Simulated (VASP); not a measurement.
## EuOs: single point with PBE+U

EuOs:

```
Eu Os
1.0
     3.70746    0.00000    0.00000
     0.00000    3.70746    0.00000
     0.00000    0.00000    3.70746
Eu Os
1 1
Cartesian
  0.0000 0.0000 0.0000
  1.8537 1.8537 1.8537
```

```
Program             : VASP 6.6.1
Task                : single point
Functional          : PBE
Potentials or basis : VASP PAW PBE potentials, release 64 (Eu, Os)
Cutoff              : 520 eV
k mesh              : 8 × 8 × 8
Occupations         : gaussian, width 0.05 eV
Spin                : collinear spin, ferromagnetic start
Starting moments    : [7.0, 0.0] μB
Hubbard terms       : Eu f U = 6.0 eV
```

The pressure is -9.4 GPa and the net moment is 5.69 μB per cell. The site moments are Eu +6.61; Os -1.21 μB. The valence electrons inside the program's atomic spheres are Eu 14.85; Os 6.74.

Levels at points of the mesh, in eV from the Fermi level:
Spin up:
```tsv
k point	band 13	band 14	band 15	band 16	band 17	band 18
(0.00, 0.00, 0.00)	-0.97	-0.54	0.12	0.12	0.12	3.78
(0.50, 0.00, 0.00)	-0.83	-0.40	0.24	0.24	0.80	1.38
(0.50, 0.50, 0.00)	-0.84	-0.84	-0.60	1.11	1.20	2.46
(0.50, 0.50, 0.50)	-0.65	-0.65	0.17	0.17	0.17	1.16
```
Spin down:
```csv
k point,band 8,band 9,band 10,band 11,band 12,band 13
"(0.00, 0.00, 0.00)",-0.59,-0.59,-0.59,4.33,4.33,7.18
"(0.50, 0.00, 0.00)",-0.75,-0.75,-0.36,0.60,2.75,4.03
"(0.50, 0.50, 0.00)",-1.38,0.31,0.59,2.62,2.62,4.91
"(0.50, 0.50, 0.50)",0.36,0.36,0.46,0.46,0.46,1.94
```

Eigenvalues of the final occupation matrices:
| site | spin | trace | eigenvalues |
| --- | --- | --- | --- |
| site 1 f | 1 | 6.66 | 0.89 0.96 0.96 0.96 0.96 0.96 0.96 |
| site 1 f | 2 | 0.01 | 0.00 0.00 0.00 0.00 0.00 0.00 0.00 |

Run time: 2.5 min on 1 thread of Intel(R) Xeon(R) 6975P-C (Granite Rapids), with other jobs on the host, peak memory 0.24 GiB.

Caveat: the cell stands under tension; spin-orbit coupling is left out, which moves the levels of the heavy elements. The state reached can hang on the start; a lower one may exist.
